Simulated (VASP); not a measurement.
# AlN (F-43m) in VASP: further runs, part 2 of 2

VASP 6.6.1.

### Step 5. Single point, BLYP

This run uses another cell than the first one, of 11.04 Å³/atom, 1.082 times its volume.

INCAR reads:

```
PREC     = Accurate       # precision mode
ENCUT    = 520            # plane-wave cutoff, eV
EDIFF    = 1E-6           # SCF threshold, eV
ISMEAR   = -1             # smearing method
SIGMA    = 0.05           # smearing width, eV
LREAL    = False          # projectors in reciprocal space
LASPH    = True           # aspherical terms in the spheres
NELM     = 80             # most SCF steps
ALGO     = Normal         # electronic algorithm
ISIF     = 2              # what is computed and relaxed
LWAVE    = False          # write WAVECAR
LCHARG   = False          # write CHGCAR
GGA      = B5             # functional
ALDAX    = 1.0          
AGGAX    = 1.0          
AGGAC    = 1.0          
ALDAC    = 0.0          
NBANDS   = 11             # bands
```

KPOINTS reads:

```
regular mesh
0
Gamma
  10 10 10
```

POSCAR reads:

```
AlN
1.0
    0.0000000000      2.2268278375      2.2268278375
    2.2268278375      0.0000000000      2.2268278375
    2.2268278375      2.2268278375      0.0000000000
Al N
1 1
Direct
    0.0000000000      0.0000000000      0.0000000000
    0.2500000000      0.2500000000      0.2500000000
```

Potentials or basis: VASP PAW PBE potentials, release 64 (Al, N).

On the command line:

```console
$ cat potpaw_PBE.64/Al/POTCAR potpaw_PBE.64/N/POTCAR > POTCAR
$ mpirun -np 1 vasp_std > vasp.out
```

OUTCAR:

```text
PREC = Accurate
   ENCUT = 520
   EDIFF = 1E-6
   ISMEAR = -1
   LREAL = False
   LASPH = True
   NELM = 80
   ISIF = 2
   GGA = B5

 ion  position               nearest neighbor table
   1  0.000  0.000  0.000-   2 1.93   2 1.93   2 1.93   2 1.93
   2  0.250  0.250  0.250-   1 1.93   1 1.93   1 1.93   1 1.93

  LATTYP: Found a face centered cubic cell.
 ALAT       =     4.4536556750

  Lattice vectors:

 A1 = (   0.0000000000,   2.2268278375,   2.2268278375)
 A2 = (   2.2268278375,   0.0000000000,   2.2268278375)
 A3 = (   2.2268278375,   2.2268278375,   0.0000000000)

Analysis of symmetry for initial positions (statically):
=====================================================================
 Subroutine PRICEL returns:
 Original cell was already a primitive cell.

 Routine SETGRP: Setting up the symmetry group for a
 face centered cubic supercell.

 Subroutine GETGRP returns: Found 24 space group operations
 (whereof 24 operations were pure point group operations)
 out of a pool of 48 trial point group operations.

The static configuration has the point symmetry T_d .

[... 168 lines left out ...]
      1      -8.7203      2.00000
      2       5.8335      2.00000
      3       5.8335      2.00000
      4       5.8335      2.00000
      5       9.7931      0.00000
      6      17.8771      0.00000
      7      17.8771      0.00000
      8      17.8771      0.00000
      9      23.1576      0.00000
     10      23.1576      0.00000
     11      24.6104      0.00000
[... 309 lines left out ...]
 k-point    24 :       0.4000    0.3000    0.0000
  band No.  band energies     occupation
      1      -6.8908      2.00000
      2       1.8764      2.00000
      3       4.2255      2.00000
      4       4.5002      2.00000
      5      10.9229      0.00000
      6      15.0986      0.00000
      7      17.5423      0.00000
      8      19.8677      0.00000
      9      20.3388      0.00000
     10      26.5830      0.00000
     11      28.5571      0.00000

 [... further k-points ...]

------------------------ aborting loop because EDIFF is reached ----------------------------------------

  FORCE on cell =-STRESS in cart. coord.  units (eV):
  Direction    XX          YY          ZZ          XY          YZ          ZX
  --------------------------------------------------------------------------------------
  -------------------------------------------------------------------------------------
  Total       -0.4283153     -0.4283153     -0.4283153      0.0000000      0.0000000      0.0000000
  in kB      -31.0730765    -31.0730765    -31.0730765      0.0000000      0.0000000      0.0000000
  external PRESSURE =     -31.0730765 kB  Pullay stress =       0.0000000 kB

 VOLUME and BASIS-vectors are now :
 -----------------------------------------------------------------------------
  energy-cutoff  :      520.00
  volume of cell :       22.08
      direct lattice vectors                 reciprocal lattice vectors
     0.000000000  2.226827838  2.226827838    -0.224534646  0.224534646  0.224534646
     2.226827838  0.000000000  2.226827838     0.224534646 -0.224534646  0.224534646
     2.226827838  2.226827838  0.000000000     0.224534646  0.224534646 -0.224534646

 POSITION                                       TOTAL-FORCE (eV/Angst)
 -----------------------------------------------------------------------------------
      0.00000      0.00000      0.00000        -0.000000      0.000000     -0.000000
      1.11341      1.11341      1.11341         0.000000     -0.000000      0.000000
 -----------------------------------------------------------------------------------
    total drift:                               -0.000000     -0.000000     -0.000000

  FREE ENERGIE OF THE ION-ELECTRON SYSTEM (eV)
  ---------------------------------------------------
  free  energy   TOTEN  =       -13.8970663317 eV

  energy  without entropy=      -13.8970663317  energy(sigma->0) =      -13.89706633
```

OSZICAR:

```text
N       E                     dE             d eps       ncg     rms          rms(c)
DAV:   1     0.130095353874E+02    0.13010E+02   -0.37487E+03  1042   0.601E+02
DAV:   2    -0.156385409386E+02   -0.28648E+02   -0.27615E+02  1268   0.137E+02
DAV:   3    -0.166380009319E+02   -0.99946E+00   -0.99807E+00  1268   0.247E+01
DAV:   4    -0.166441343814E+02   -0.61334E-02   -0.61330E-02  1169   0.211E+00
DAV:   5    -0.166442205687E+02   -0.86187E-04   -0.86187E-04  1265   0.241E-01    0.908E+00
DAV:   6    -0.139005024705E+02    0.27437E+01   -0.15092E+01  1217   0.191E+01    0.272E+00
DAV:   7    -0.139054063624E+02   -0.49039E-02   -0.18461E-01  1112   0.358E+00    0.197E+00
DAV:   8    -0.138991932590E+02    0.62131E-02   -0.45051E-02  1148   0.201E+00    0.648E-01
DAV:   9    -0.138970197403E+02    0.21735E-02   -0.57802E-03  1238   0.476E-01    0.243E-01
DAV:  10    -0.138970634576E+02   -0.43717E-04   -0.57387E-04  1124   0.160E-01    0.203E-02
DAV:  11    -0.138970664459E+02   -0.29883E-05   -0.90537E-06  1226   0.250E-02    0.190E-02
DAV:  12    -0.138970663317E+02    0.11419E-06   -0.12618E-06  1157   0.764E-03
   1 F= -.13897066E+02 E0= -.13897066E+02  d E =-.157075E-10
```

Wall time 9.4 s (1 thread of Intel Xeon Platinum 8375C at 2.90GHz (Ice Lake), shared host); peak memory 0.13 GiB.

Results:

```
Free energy            : -13.8971 eV
Pressure               : -3.1 GPa
Band gap on the k mesh : 3.63 eV, indirect (least direct gap 3.96 eV)
```

Levels at points of the mesh, in eV from the valence-band top:
```csv
k point,band 1,band 2,band 3,band 4,band 5,band 6,band 7,band 8,band 9
"(0.00, 0.00, 0.00)",-14.55,0.00,0.00,0.00,3.96,12.04,12.04,12.04,17.32
"(0.50, 0.00, 0.00)",-12.70,-5.49,-0.47,-0.47,7.01,9.74,10.91,10.91,17.50
"(0.50, 0.50, 0.00)",-12.12,-4.66,-1.69,-1.69,3.63,8.42,13.27,15.09,15.09
```

Caveat: the PAW data sets were made with another functional, which shifts forces and pressure a little. Expect the measured gap to be larger: semilocal functionals such as BLYP lack the derivative discontinuity.

### Step 6. Overview

```csv
cell,gap on the mesh (eV),pressure (GPa)
"a = 3.068 Å, angles 60.0°, 2 atoms",3.68,12.8
"a = 3.109 Å, angles 60.0°, 2 atoms",3.66,4.1
"a = 3.129 Å, angles 60.0°, 2 atoms",3.65,0.3
"a = 3.149 Å, angles 60.0°, 2 atoms",3.63,-3.1
```

Alike in all rows: task single point; level BLYP; potentials or basis VASP PAW PBE potentials, release 64 (Al, N); no spin polarisation; k mesh 10 × 10 × 10; cutoff (eV) 520; smearing fermi-dirac 0.05 eV.

Caveats: the PAW data sets were made with another functional, which shifts forces and pressure a little.

Absolute energies hang on the potentials; compare differences alone.
